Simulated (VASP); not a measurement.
# Sc2BF2 (P3m1) in VASP: further runs, part 2 of 2

VASP 6.6.1.

### 4 Relaxation of cell and atoms, PBE

This run uses another cell than the first one, of 17.26 Å³/atom.

Input file INCAR:

```
SYSTEM = Sc2BF2
  PREC = Accurate
  ENCUT = 600
  EDIFF = 1E-6
  ISMEAR = 0
  SIGMA = 0.1
  LREAL = .FALSE.
  LASPH = .TRUE.
  NELM = 60
  ALGO = Normal
  ISIF = 3
  LWAVE = .FALSE.
  LCHARG = .FALSE.
  GGA = PE
  IBRION = 2
  NSW = 100
  EDIFFG = -0.01
```

Input file KPOINTS:

```
Automatic mesh
0
G
  12 12 4
  0 0 0
```

Input file POSCAR:

```
Sc2BF2
1.0
    3.2093796701      0.0000000000      0.0000000000
   -1.6046898350      2.7794043247      0.0000000000
    0.0000000000      0.0000000000      9.6771784550
Sc B F
2 1 2
Direct
    0.0000000000      0.0000000000      0.3442242982
    0.3333333333      0.6666666667      0.8162695975
    0.0000000000      0.0000000000      0.9797428873
    0.0000000000      0.0000000000      0.1273932911
    0.6666666667      0.3333333333      0.6972745758
```

Potentials or basis: VASP PAW PBE potentials, release 64 (Sc_sv, B, F).

The run is started by

```bash
> cat potpaw_PBE.64/Sc_sv/POTCAR potpaw_PBE.64/B/POTCAR potpaw_PBE.64/F/POTCAR > POTCAR
> mpirun -np 1 vasp_std > vasp.out
```

OUTCAR:

```text
SYSTEM = Sc2BF2
   PREC = Accurate
   ENCUT = 600
   EDIFF = 1E-6
   ISMEAR = 0
   LREAL = .FALSE.
   LASPH = .TRUE.
   NELM = 60
   ISIF = 3
   GGA = PE
   IBRION = 2
   NSW = 100
   EDIFFG = -0.01

 ion  position               nearest neighbor table
   1  0.000  0.000  0.344-   4 2.10
   2  0.333  0.667  0.816-   5 2.18   5 2.18   5 2.18   3 2.44   3 2.44   3 2.44
   3  0.000  0.000  0.980-   4 1.43   2 2.44   2 2.44   2 2.44
   4  0.000  0.000  0.127-   3 1.43   1 2.10
   5  0.667  0.333  0.697-   2 2.18   2 2.18   2 2.18

  LATTYP: Found a hexagonal cell.
 ALAT       =     3.2093796701
 C/A-ratio  =     3.0152800384

  Lattice vectors:

 A1 = (   3.2093796701,   0.0000000000,   0.0000000000)
 A2 = (  -1.6046898350,   2.7794043247,   0.0000000000)
 A3 = (   0.0000000000,   0.0000000000,   9.6771784550)

Analysis of symmetry for initial positions (statically):
=====================================================================
 Subroutine PRICEL returns:
 Original cell was already a primitive cell.

 Routine SETGRP: Setting up the symmetry group for a
 hexagonal supercell.

 Subroutine GETGRP returns: Found  6 space group operations
 (whereof  6 operations were pure point group operations)
 out of a pool of 24 trial point group operations.

The static configuration has the point symmetry C_3v.

Analysis of symmetry for dynamics (positions and initial velocities):
=====================================================================
 Subroutine PRICEL returns:
 Original cell was already a primitive cell.

 Routine SETGRP: Setting up the symmetry group for a
 hexagonal supercell.

 Subroutine GETGRP returns: Found  6 space group operations
 (whereof  6 operations were pure point group operations)
 out of a pool of 24 trial point group operations.

The dynamic configuration has the point symmetry C_3v.

 Subroutine INISYM returns: Found  6 space group operations
[... 128 lines left out ...]
   GGA     = PE    functional components
   LHFCALC =     F    Hartree Fock is set to
   AEXX    =    0.0000 exact exchange contribution
   IVDW    =     0    specifies the selected vdW correction
   LEPSILON=     F    determine dielectric tensor
   LRPA    =     F    only Hartree local field effects (RPA)
 conjugate gradient relaxation of ions
 non-spin polarized calculation
 Gauss-broadening in eV      SIGMA  =   0.10
  energy-cutoff  :      600.00
  volume of cell :       86.32
 maximum number of plane-waves:      2921
 NGX is ok and might be reduce to    28
   NGX = 13   NGY = 13   NGZ = 39

--------------------------------------- Ionic step        1  -------------------------------------------

 number of electron      39.0000009 magnetization

 Free energy of the ion-electron system (eV)
  ---------------------------------------------------
  ext. energy  EPLUGINS =         0.00000000
  ---------------------------------------------------
  free energy    TOTEN  =       -29.30493132 eV

  energy without entropy =      -29.27357509  energy(sigma->0) =      -29.28925320

------------------------ aborting loop because EDIFF is reached ----------------------------------------

  FORCE on cell =-STRESS in cart. coord.  units (eV):
  Direction    XX          YY          ZZ          XY          YZ          ZX
  --------------------------------------------------------------------------------------
  -------------------------------------------------------------------------------------
  Total       -0.0018430     -0.0018430      0.4147331     -0.0000000      0.0000000      0.0000000
  in kB       -0.0342078     -0.0342078      7.6976418     -0.0000000      0.0000000      0.0000000
  external PRESSURE =       2.5430754 kB  Pullay stress =       0.0000000 kB
[... 299 lines left out ...]
--------------------------------------- Ionic step        9  -------------------------------------------

 number of electron      39.0000011 magnetization

 Free energy of the ion-electron system (eV)
  ---------------------------------------------------
  ext. energy  EPLUGINS =         0.00000000
  ---------------------------------------------------
  free energy    TOTEN  =       -29.30599483 eV

  energy without entropy =      -29.27520458  energy(sigma->0) =      -29.29059971

 E-fermi :   3.4936     XC(G=0):  -9.2037

 val. band max:        3.4850672055   @ k =   0.4167   0.0833   0.2500
 cond. band min:       3.4936908934   @ k =   0.3333   0.3333   0.0000
 fundamental gap:      0.0086236878
 Fermi energy:         3.4935747540

 k-point     1 :       0.0000    0.0000    0.0000
  band No.  band energies     occupation
      1     -46.7396      2.00000
      2     -46.4002      2.00000
      3     -25.8888      2.00000
      4     -25.3145      2.00000
      5     -25.0660      2.00000
      6     -25.0660      2.00000
[... 613 lines left out ...]
     22       4.4590      0.00000
     23       4.6303      0.00000

 [... further k-points ...]

------------------------ aborting loop because EDIFF is reached ----------------------------------------

  FORCE on cell =-STRESS in cart. coord.  units (eV):
  Direction    XX          YY          ZZ          XY          YZ          ZX
  --------------------------------------------------------------------------------------
  -------------------------------------------------------------------------------------
  Total        0.0191298      0.0191298      0.0173233      0.0000000      0.0000000     -0.0000000
  in kB        0.3548399      0.3548399      0.3213326      0.0000000      0.0000000     -0.0000000
  external PRESSURE =       0.3436708 kB  Pullay stress =       0.0000000 kB
[... 20 lines left out ...]
  FREE ENERGIE OF THE ION-ELECTRON SYSTEM (eV)
  ---------------------------------------------------
  free  energy   TOTEN  =       -29.3059948281 eV

  energy  without entropy=      -29.2752045835  energy(sigma->0) =      -29.29059971

 reached required accuracy - stopping structural energy minimisation
```

CONTCAR:

```text
Sc2BF2
   1.00000000000000
     3.2033574630524018   -0.0000000000001082    0.0000000000000000
    -1.6016787314763885    2.7741889404099611   -0.0000000000000000
     0.0000000000000000   -0.0000000000000000    9.7195518062441657
  Sc              B               F
     2     1     2
Direct
     0.0000000000000000    0.0000000000000000    0.3436434083712440
     0.3333333332999970    0.6666666667000030    0.8164133419197352
     0.0000000000000000    0.0000000000000000    0.9801571148437411
     0.0000000000000000    0.0000000000000000    0.1277918630523855
     0.6666666667000030    0.3333333332999970    0.6968989217128934

  0.00000000E+00  0.00000000E+00  0.00000000E+00
  0.00000000E+00  0.00000000E+00  0.00000000E+00
  0.00000000E+00  0.00000000E+00  0.00000000E+00
  0.00000000E+00  0.00000000E+00  0.00000000E+00
  0.00000000E+00  0.00000000E+00  0.00000000E+00
```

It took 7.4 min on 1 thread of Intel Xeon 6975P-C (Granite Rapids), shared host; peak memory 0.36 GiB.

What came out:

```
Free energy                           : -29.3060 eV
Relaxed volume                        : 17.27 Å³/atom
Relaxed cell                          : a = 3.203 Å, b = 3.203 Å, c = 9.720 Å, α = 90.00°, β = 90.00°, γ = 120.00°
Space group after relaxing (to 0.1 Å) : P3m1 (No. 156)
Energy gained by relaxing             : 0.2 meV/atom
Ionic steps                           : 9
Pressure after relaxing               : 0.0 GPa
Largest force after relaxing          : 0.009 eV/Å
Band gap on the k mesh                : zero (an odd number of electrons rules out a gap without spin polarisation)
```

Forces on the atoms (eV/Å):
```
Sc   0.000  0.000 -0.008
Sc   0.000  0.000  0.008
B    0.000  0.000  0.001
F    0.000  0.000 -0.009
F    0.000  0.000  0.007
```

Step by step:
| step | energy change (eV) | largest force (eV/Å) | pressure (GPa) | volume (Å³) |
| --- | --- | --- | --- | --- |
| 1 | 0.0000 | 0.1096 | 0.25 | 86.32 |
| 2 | -0.0002 | 0.1580 | -0.27 | 86.66 |
| 3 | -0.0007 | 0.0658 | -0.02 | 86.51 |
| 4 | -0.0009 | 0.0256 | -0.04 | 86.52 |
| 5 | -0.0009 | 0.0386 | -0.07 | 86.53 |
| 6 | -0.0010 | 0.0222 | 0.01 | 86.45 |
| 7 | -0.0010 | 0.0146 | 0.01 | 86.41 |
| 8 | -0.0011 | 0.0121 | 0.07 | 86.34 |
| 9 | -0.0011 | 0.0086 | 0.03 | 86.37 |

Final structure:
```cif
data_structure
_symmetry_space_group_name_H-M 'P 1'
_symmetry_Int_Tables_number 1
_cell_length_a 3.2034
_cell_length_b 3.2034
_cell_length_c 9.7196
_cell_angle_alpha 90.000
_cell_angle_beta 90.000
_cell_angle_gamma 120.000
_cell_volume 86.37
loop_
_atom_site_label
_atom_site_type_symbol
_atom_site_fract_x
_atom_site_fract_y
_atom_site_fract_z
_atom_site_occupancy
Sc1 Sc 0.00000 0.00000 0.34364 1
Sc2 Sc 0.33333 0.66667 0.81641 1
B1 B 0.00000 0.00000 0.98016 1
F1 F 0.00000 0.00000 0.12779 1
F2 F 0.66667 0.33333 0.69690 1
```

Caveat: an odd number of electrons without spin polarisation forces a metal; a magnetic or distorted state may lie lower.

### 5 The runs side by side

| task | spin | cell | k mesh | cutoff (eV) | gap on the mesh (eV) | pressure (GPa) | largest force (eV/Å) |
| --- | --- | --- | --- | --- | --- | --- | --- |
| single point | off | a = 3.207, b = 3.207, c = 10.096 Å, angles 90.0, 90.0, 120.0°, 5 atoms, atomic positions A | 12 × 12 × 4 | 520 | none | 0.2 | 0.13 |
| single point | collinear | a = 3.209, b = 3.209, c = 9.677 Å, angles 90.0, 90.0, 120.0°, 5 atoms, atomic positions B | 6 × 6 × 2 | 520 | none | 0.2 | 0.07 |
| relaxation of cell and atoms | off | relaxed from a = 3.209, b = 3.209, c = 9.677 Å, angles 90.0, 90.0, 120.0°, 5 atoms, atomic positions B | 12 × 12 × 4 | 600 | none | 0.0 | 0.01 |

Alike in all rows: level PBE; potentials or basis VASP PAW PBE potentials, release 64 (Sc_sv, B, F); smearing gaussian 0.1 eV.

Caveats: some runs use coarse meshes; an odd number of electrons without spin polarisation forces a metal (at least some runs); a magnetic or distorted state may lie lower (at least some runs); a moment this small can come from the mesh or the smearing (at least some runs).

Absolute energies hang on the potentials; compare differences alone.

The gap in the log of VASP goes by the Fermi energy; the results here count the filled bands.